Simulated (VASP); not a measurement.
# SiC (Moissanite 3C) (F-43m) in VASP: a series of runs, part 2 of 3

VASP 6.6.1. The steps go on from the part before.

**3. Single point, revPBE+D3(BJ)**

This run uses another cell than the first one, of 10.14 Å³/atom, 1.021 times its volume.

INCAR

```
SYSTEM = SiC
  PREC = Accurate
  ENCUT = 600
  EDIFF = 1E-6
  ISMEAR = -1
  SIGMA = 0.05
  LREAL = .False.
  LASPH = .True.
  NELM = 120
  ALGO = Normal
  ISIF = 2
  LWAVE = .False.
  LCHARG = .False.
  GGA = RE
  IVDW = 12
  NBANDS = 11
  GGA_COMPAT = .False.
```

KPOINTS

```
Automatic mesh
0
Gamma
  10 10 10
  0 0 0
```

POSCAR

```
SiC
1.0
    0.0000000000      2.1643753983      2.1643753983
    2.1643753983      0.0000000000      2.1643753983
    2.1643753983      2.1643753983      0.0000000000
Si C
1 1
Direct
    0.0000000000      0.0000000000      0.0000000000
    0.7500000000      0.7500000000      0.7500000000
```

Potentials or basis: VASP PAW PBE potentials, release 64 (Si, C).

On the command line:

```sh
$ cat potpaw_PBE.64/Si/POTCAR potpaw_PBE.64/C/POTCAR > POTCAR
$ mpirun -np 1 vasp_std > vasp.out
```

OUTCAR:

```text
SYSTEM = SiC
   PREC = Accurate
   ENCUT = 600
   EDIFF = 1E-6
   ISMEAR = -1
   LREAL = .False.
   LASPH = .True.
   NELM = 120
   ISIF = 2
   GGA = RE
   IVDW = 12
 IVDW          = 12

 ion  position               nearest neighbor table
   1  0.000  0.000  0.000-   2 1.87   2 1.87   2 1.87   2 1.87
   2  0.750  0.750  0.750-   1 1.87   1 1.87   1 1.87   1 1.87

  LATTYP: Found a face centered cubic cell.
 ALAT       =     4.3287507966

  Lattice vectors:

 A1 = (   0.0000000000,   2.1643753983,   2.1643753983)
 A2 = (   2.1643753983,   0.0000000000,   2.1643753983)
 A3 = (   2.1643753983,   2.1643753983,   0.0000000000)

Analysis of symmetry for initial positions (statically):
=====================================================================
 Subroutine PRICEL returns:
 Original cell was already a primitive cell.

 Routine SETGRP: Setting up the symmetry group for a
 face centered cubic supercell.

 Subroutine GETGRP returns: Found 24 space group operations
 (whereof 24 operations were pure point group operations)
 out of a pool of 48 trial point group operations.

The static configuration has the point symmetry T_d .

Analysis of symmetry for dynamics (positions and initial velocities):
=====================================================================
 Subroutine PRICEL returns:
 Original cell was already a primitive cell.

 Routine SETGRP: Setting up the symmetry group for a
 face centered cubic supercell.

 Subroutine GETGRP returns: Found 24 space group operations
 (whereof 24 operations were pure point group operations)
 out of a pool of 48 trial point group operations.

The dynamic configuration has the point symmetry T_d .

 Subroutine INISYM returns: Found 24 space group operations
 (whereof 24 operations are pure point group operations),
 and found     1 'primitive' translations

----------------------------------------------------------------------------------------

                                     Primitive cell

  volume of cell :      20.2781

  direct lattice vectors                    reciprocal lattice vectors
     0.000000000  2.164375398  2.164375398    -0.231013530  0.231013530  0.231013530
     2.164375398  0.000000000  2.164375398     0.231013530 -0.231013530  0.231013530
     2.164375398  2.164375398  0.000000000     0.231013530  0.231013530 -0.231013530

  length of vectors
     3.060889042  3.060889042  3.060889042     0.400127170  0.400127170  0.400127170

  position of ions in fractional coordinates (direct lattice)
     0.000000000  0.000000000  0.000000000
     0.750000000  0.750000000  0.750000000

  ion indices of the primitive-cell ions
   primitive index   ion index
                 1           1
                 2           2

----------------------------------------------------------------------------------------

 KPOINTS: Automatic mesh

Automatic generation of k-mesh.
 Grid dimensions read from file:
 generate k-points for:   10   10   10

 Generating k-lattice:

  Cartesian coordinates                     Fractional coordinates (reciprocal lattice)
    -0.023101353  0.023101353  0.023101353     0.100000000  0.000000000  0.000000000
     0.023101353 -0.023101353  0.023101353     0.000000000  0.100000000  0.000000000
     0.023101353  0.023101353 -0.023101353     0.000000000  0.000000000  0.100000000

  Length of vectors
     0.040012717  0.040012717  0.040012717

  Shift w.r.t. Gamma in fractional coordinates (k-lattice)
     0.000000000  0.000000000  0.000000000

 Subroutine IBZKPT returns following result:
 ===========================================

 Found     47 irreducible k-points:

 Following reciprocal coordinates:
            Coordinates               Weight
  0.000000  0.000000  0.000000      1.000000
  0.100000  0.000000  0.000000      8.000000
  0.200000  0.000000  0.000000      8.000000
  0.300000  0.000000  0.000000      8.000000
  0.400000  0.000000  0.000000      8.000000
  0.500000  0.000000  0.000000      4.000000
[... 16 lines left out ...]
  0.300000  0.300000  0.000000      6.000000
  0.400000  0.300000  0.000000     24.000000
 [... further k-points ...]
   k-points           NKPTS =     47   k-points in BZ     NKDIM =     47   number of bands    NBANDS=     11
   number of dos      NEDOS =    301   number of ions     NIONS =      2
   total plane-waves  NPLWV =  13824
   dimension x,y,z NGX =    24 NGY =   24 NGZ =   24
   dimension x,y,z NGXF=    48 NGYF=   48 NGZF=   48
   ions per type =               1   1
   NGX,Y,Z   is equivalent  to a cutoff of  13.04, 13.04, 13.04 a.u.
   NGXF,Y,Z  is equivalent  to a cutoff of  26.07, 26.07, 26.07 a.u.
 SYSTEM =  SiC
   PREC   = accura    normal or accurate (medium, high low for compatibility)
   ISTART =      0    job   : 0-new  1-cont  2-samecut
   ICHARG =      2    charge: 1-file 2-atom 10-const
   ISPIN  =      1    spin polarized calculation?
   LNONCOLLINEAR =      F non collinear calculations
   LSORBIT =      F    spin-orbit coupling
   LASPH  =      T    aspherical Exc in radial PAW
   ENCUT  =  600.0 eV  44.10 Ry    6.64 a.u.   6.11  6.11  6.11*2*pi/ulx,y,z
   NELM   =    120;   NELMIN=  2; NELMDL= -5     # of ELM steps
   EDIFF  = 0.1E-05   stopping-criterion for ELM
   LREAL  =      F    real-space projection
   EDIFFG = 0.1E-04   stopping-criterion for IOM
   NSW    =      0    number of steps for IOM
   IBRION =     -1    ionic relax: 0-MD 1-quasi-New 2-CG
   NFREE  =      0    steps in history (QN), initial steepest desc. (CG)
   ISIF   =      2    stress and relaxation
   ISYM   =      2    0-nonsym 1-usesym 2-fastsym
   POTIM  = 0.5000    time-step for ionic-motion
   TEBEG  =    0.0;   TEEND  =   0.0 temperature during run
   PSTRESS=    0.0 pullay stress
   NELECT =       8.0000    total number of electrons
   NUPDOWN=      -1.0000    fix difference up-down
   EMIN   =  10.00;   EMAX   =-10.00  energy-range for DOS
   EFERMI =   0.00;   METHOD = LEGACY
   ISMEAR =    -1;   SIGMA  =   0.05  broadening in eV -4-tet -1-fermi 0-gaus
   EFERMI_NEDOS =   21; number of points for ismear=-14 and -15
   IALGO  =     38    algorithm
   IMIX   =      4    mixing-type and parameters
     AMIX     =   0.40;   BMIX     =  1.00
     AMIX_MAG =   1.60;   BMIX_MAG =  1.00
  volume/ion in A,a.u.               =      10.14        68.42
  Fermi-wavevector in a.u.,A,eV,Ry     =   1.200685  2.268965 19.614748  1.441643
  Thomas-Fermi vector in A             =   2.336514
   LORBIT       =      0    0 simple, 1 ext, 2 COOP (PROOUT), +10 PAW based schemes
   GGA     = RE    functional components
   LHFCALC =     F    Hartree Fock is set to
   AEXX    =    0.0000 exact exchange contribution
   IVDW    =    12    specifies the selected vdW correction
   LEPSILON=     F    determine dielectric tensor
   LRPA    =     F    only Hartree local field effects (RPA)
 non-spin polarized calculation
  energy-cutoff  :      600.00
  volume of cell :       20.28
 maximum number of plane-waves:       692
   NGX = 13   NGY = 13   NGZ = 13

 number of electron       8.0000000 magnetization

 Free energy of the ion-electron system (eV)
  ---------------------------------------------------
  ext. energy  EPLUGINS =         0.00000000
  ---------------------------------------------------
  free energy    TOTEN  =       -14.42471396 eV

  energy without entropy =      -14.42471394  energy(sigma->0) =      -14.42471395

 E-fermi :   9.0904     XC(G=0): -11.3996

 val. band max:        8.4005429455   @ k =   0.0000   0.0000   0.0000
 cond. band min:       9.7399294530   @ k =   0.5000   0.5000   0.0000
 fundamental gap:      1.3393865074
 Fermi energy:         9.0903628542

 k-point     1 :       0.0000    0.0000    0.0000
  band No.  band energies     occupation
      1      -7.1761      2.00000
      2       8.4005      2.00000
      3       8.4005      2.00000
      4       8.4005      2.00000
      5      14.8789      0.00000
      6      15.8881      0.00000
      7      15.8881      0.00000
      8      15.8881      0.00000
      9      22.9806      0.00000
     10      22.9806      0.00000
     11      25.3376      0.00000
[... 309 lines left out ...]
 k-point    24 :       0.4000    0.3000    0.0000
  band No.  band energies     occupation
      1      -3.9885      2.00000
      2       2.7960      2.00000
      3       5.2179      2.00000
      4       5.7513      2.00000
      5      11.2949      0.00000
      6      14.1477      0.00000
      7      20.2880      0.00000
      8      20.5650      0.00000
      9      22.4739      0.00000
     10      26.6355      0.00000
     11      30.0002      0.00000

 [... further k-points ...]

------------------------ aborting loop because EDIFF is reached ----------------------------------------

 Edisp (eV)   -1.22459

 E8    (eV) :    -0.8025

  FORCE on cell =-STRESS in cart. coord.  units (eV):
  Direction    XX          YY          ZZ          XY          YZ          ZX
  --------------------------------------------------------------------------------------
  -------------------------------------------------------------------------------------
  Total       0.01981     0.01981     0.01981     0.00000     0.00000     0.00000
  in kB       1.56487     1.56487     1.56487     0.00000     0.00000     0.00000
  external pressure =        1.56 kB  Pullay stress =        0.00 kB

 VOLUME and BASIS-vectors are now :
 -----------------------------------------------------------------------------
  energy-cutoff  :      600.00
  volume of cell :       20.28
      direct lattice vectors                 reciprocal lattice vectors
     0.000000000  2.164375398  2.164375398    -0.231013530  0.231013530  0.231013530
     2.164375398  0.000000000  2.164375398     0.231013530 -0.231013530  0.231013530
     2.164375398  2.164375398  0.000000000     0.231013530  0.231013530 -0.231013530

 POSITION                                       TOTAL-FORCE (eV/Angst)
 -----------------------------------------------------------------------------------
      0.00000      0.00000      0.00000        -0.000000     -0.000000     -0.000000
      3.24656      3.24656      3.24656         0.000000      0.000000      0.000000
 -----------------------------------------------------------------------------------
    total drift:                               -0.000000     -0.000000     -0.000000

  FREE ENERGIE OF THE ION-ELECTRON SYSTEM (eV)
  ---------------------------------------------------
  free  energy   TOTEN  =       -15.6493007158 eV

  energy  without entropy=      -15.6493006954  energy(sigma->0) =      -15.64930071
```

OSZICAR:

```text
N       E                     dE             d eps       ncg     rms          rms(c)
DAV:   1     0.621830510951E+01    0.62183E+01   -0.43684E+03  1050   0.706E+02
DAV:   2    -0.156377160870E+02   -0.21856E+02   -0.21094E+02  1324   0.114E+02
DAV:   3    -0.162707861042E+02   -0.63307E+00   -0.63161E+00  1274   0.165E+01
DAV:   4    -0.162731465907E+02   -0.23605E-02   -0.23603E-02  1172   0.128E+00
DAV:   5    -0.162731568803E+02   -0.10290E-04   -0.10290E-04  1304   0.793E-02    0.942E+00
DAV:   6    -0.144827887619E+02    0.17904E+01   -0.61518E+00  1160   0.112E+01    0.439E+00
DAV:   7    -0.144282999870E+02    0.54489E-01   -0.43276E-01  1229   0.371E+00    0.192E+00
DAV:   8    -0.144242117282E+02    0.40883E-02   -0.19801E-02  1151   0.978E-01    0.189E-01
DAV:   9    -0.144245451062E+02   -0.33338E-03   -0.17186E-03  1254   0.249E-01    0.135E-01
DAV:  10    -0.144247092325E+02   -0.16413E-03   -0.27444E-04  1145   0.108E-01    0.239E-02
DAV:  11    -0.144247133776E+02   -0.41452E-05   -0.49997E-05  1241   0.381E-02    0.563E-03
DAV:  12    -0.144247139571E+02   -0.57949E-06   -0.18649E-06   993   0.888E-03
   1 F= -.15649301E+02 E0= -.15649301E+02  d E =-.204512E-07
```

stdout:

```text
POSCAR found type information on POSCAR SiC
 POSCAR found :  2 types and       2 ions
 scaLAPACK will be used
 -----------------------------------------------------------------------------
|                                                                             |
|                                                                             |
|     You enforced a specific xc type in the INCAR file but a different       |
|     I HOPE YOU KNOW WHAT YOU ARE DOING!                                     |
|                                                                             |
 -----------------------------------------------------------------------------

 LDA part: xc-table for (Slater+PW92), standard interpolation
 POSCAR, INCAR and KPOINTS ok, starting setup
 FFT: planning ... GRIDC
 FFT: planning ... GRID_SOFT
 FFT: planning ... GRID
 WAVECAR not read
 entering main loop
```

It took 23 s on 1 thread of Intel Xeon 8259CL, shared host; peak memory 0.14 GiB.

What came out:

```yaml
Free_energy: -15.6493 eV
Pressure: 0.2 GPa
Band_gap_on_the_k_mesh: 1.34 eV, indirect (least direct gap 4.56 eV)
Dispersion_energy_per_atom: -0.612 eV
```

Caveat: the PAW data sets were made with another functional, which shifts forces and pressure a little.

**4. Single point, revPBE+D3(BJ)**

This run uses another cell than the first one, of 10.35 Å³/atom, 1.042 times its volume.

INCAR

```
SYSTEM = SiC
PREC = Accurate
ENCUT = 600
EDIFF = 1E-6
ISMEAR = -1
SIGMA = 0.05
LREAL = .False.
LASPH = .True.
NELM = 120
ALGO = Normal
ISIF = 2
LWAVE = .False.
LCHARG = .False.
GGA = RE
IVDW = 12
NBANDS = 11
GGA_COMPAT = .False.
```

KPOINTS

```
regular mesh
0
Gamma
  10 10 10
  0 0 0
```

POSCAR

```
SiC
1.0
    0.0000000000      2.1790000000      2.1790000000
    2.1790000000      0.0000000000      2.1790000000
    2.1790000000      2.1790000000      0.0000000000
Si C
1 1
Direct
    0.0000000000      0.0000000000      0.0000000000
    0.7500000000      0.7500000000      0.7500000000
```

On the command line:

```sh
$ cat potpaw_PBE.64/Si/POTCAR potpaw_PBE.64/C/POTCAR > POTCAR
$ mpirun -np 1 vasp_std > vasp.out
```

Run time: 39 s. Hardware: 1 thread of Intel Xeon 8259CL, shared host; peak memory 0.16 GiB.

It converged, with:

```yaml
Free_energy: -15.6444 eV
Pressure: -4.2 GPa
Band_gap_on_the_k_mesh: 1.36 eV, indirect (least direct gap 4.54 eV)
Dispersion_energy_per_atom: -0.600 eV
```

Levels at points of the mesh, in eV from the valence-band top:
| k point | band 2 | band 3 | band 4 | band 5 | band 6 | band 7 |
| --- | --- | --- | --- | --- | --- | --- |
| (0.00, 0.00, 0.00) | 0.00 | 0.00 | 0.00 | 6.24 | 7.34 | 7.34 |
| (0.50, 0.00, 0.00) | -8.52 | -1.05 | -1.05 | 5.46 | 7.24 | 7.24 |
| (0.50, 0.50, 0.00) | -7.77 | -3.18 | -3.18 | 1.36 | 4.37 | 14.09 |

Caveat: the PAW data sets were made with another functional, which shifts forces and pressure a little.

[end of part 2 of 3]
